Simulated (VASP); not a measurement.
Wanted: the native input for a VASP 6.6.1 run.

```yaml
Task: relaxation of cell and atoms
Functional: BLYP
Dispersion: D3(BJ)
Potentials_or_basis: VASP PAW PBE potentials, release 64 (Al, O)
Cutoff: 600 eV
k_mesh: 12 × 12 × 4
Occupations: gaussian, width 0.01 eV
Spin: no spin polarisation
Dipole_correction: no
Further_INCAR_settings: ALGO = Normal; EDIFF = 1e-06; IBRION = 2; EDIFFG = -0.01; NSW = 80; ISIF = 3
```

The structure of Al2O3 lies in POSCAR:

```
Al2O3
1.0
    3.0174800000      0.0000000000      0.0000000000
   -1.5087400000      2.6132200000      0.0000000000
    0.0000000000      0.0000000000      7.5746400000
Al O
2 3
Direct
    0.0000000000      0.0000000000      0.2779500000
    0.0000000000      0.0000000000      0.7220500000
    0.3333333333      0.6666666667      0.1994500000
    0.6666666667      0.3333333333      0.8005500000
    0.0000000000      0.0000000000      0.5000000000
```

These files were run (other wordings do the same):

INCAR

```
SYSTEM = Al2O3
  PREC = Accurate
  ENCUT = 600
  EDIFF = 1E-6
  ISMEAR = 0
  SIGMA = 0.01
  LREAL = .False.
  LASPH = .True.
  NELM = 80
  ALGO = Normal
  ISIF = 3
  LWAVE = .False.
  LCHARG = .False.
  GGA = B5
  ALDAX = 1.0
  AGGAX = 1.0
  AGGAC = 1.0
  ALDAC = 0.0
  IVDW = 12
  VDW_S6 = 1.0
  VDW_S8 = 2.6996
  VDW_A1 = 0.4298
  VDW_A2 = 4.2359
  IBRION = 2
  NSW = 80
  EDIFFG = -0.01
```

KPOINTS

```
Automatic mesh
0
Gamma
  12 12 4
  0 0 0
```

Potentials or basis: VASP PAW PBE potentials, release 64 (Al, O).

Command:

```bash
$ cat potpaw_PBE.64/Al/POTCAR potpaw_PBE.64/O/POTCAR > POTCAR
$ mpirun -np 1 vasp_std > vasp.out
```

It gave:

- Relaxed volume: 11.22 Å³/atom
- Relaxed cell: a = 3.000 Å, b = 3.000 Å, c = 7.198 Å, α = 90.00°, β = 90.00°, γ = 120.00°
- Space group after relaxing (to 0.05 Å): P-3m1 (No. 164)
- Energy gained by relaxing: 7.8 meV/atom
- Ionic steps: 18
- Pressure after relaxing: -0.1 GPa
- Largest force after relaxing: 0.008 eV/Å
- Band gap on the k mesh: 2.56 eV, direct
- Dispersion energy per atom: -0.384 eV

Caveat: the PAW data sets were made with another functional, which shifts forces and pressure a little.

Run time: 13 min on 1 thread of Intel Xeon 6975P-C (shared host), peak memory 0.24 GiB.
